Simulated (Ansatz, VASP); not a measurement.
## Two plane-wave programs on CaInC4N4

```
CELL_PARAMETERS angstrom
8.24016 0.00000 0.00000
0.00000 8.24016 0.00000
0.00000 0.00000 3.82595
ATOMIC_POSITIONS crystal
Ca 0.00000 0.00000 0.00000
In 0.50000 0.50000 0.00000
C 0.21380 0.78620 0.00000
C 0.78620 0.21380 0.00000
C 0.21380 0.21380 0.00000
C 0.78620 0.78620 0.00000
N 0.31420 0.68580 0.00000
N 0.68580 0.31420 0.00000
N 0.31420 0.31420 0.00000
N 0.68580 0.68580 0.00000
```

Alike in both runs: functional PBE; k mesh 6 × 6 × 10; occupations gaussian, width 0.1 eV; no spin polarisation.

Ansatz relaxed the structure, and its values are those at the end. VASP's run is a single point on that final structure, the one shown.

|  | VASP | Ansatz |
| --- | --- | --- |
| version | VASP 6.6.1 | Ansatz 0.2.0 |
| potentials or method | VASP PAW PBE potentials, release 64 (Ca_sv, In_d, C, N), cutoff 520 eV | scalar-relativistic, plane waves, PAW |
| valence electrons in the cell | 59 | 59 |

Ansatz gave:

```
gap on the k mesh at the Fermi level (eV) : none
pressure (GPa)                            : 0.0
rms of the force components (eV/Å)        : 0.001
```

Which values does VASP return?

gap on the k mesh at the Fermi level (eV): none; pressure (GPa): 0.3; rms of the force components (eV/Å): 0.197.

A gap of «none» marks a metal or a gap that the smearing closes. One of these differences is far larger than is usual between the two programs; its cause wasn't traced. With one functional, cell and mesh, what is left measures potentials, basis and numerics.

Noted on VASP's run: the standard files for N, O and F lose accuracy on very short bonds.
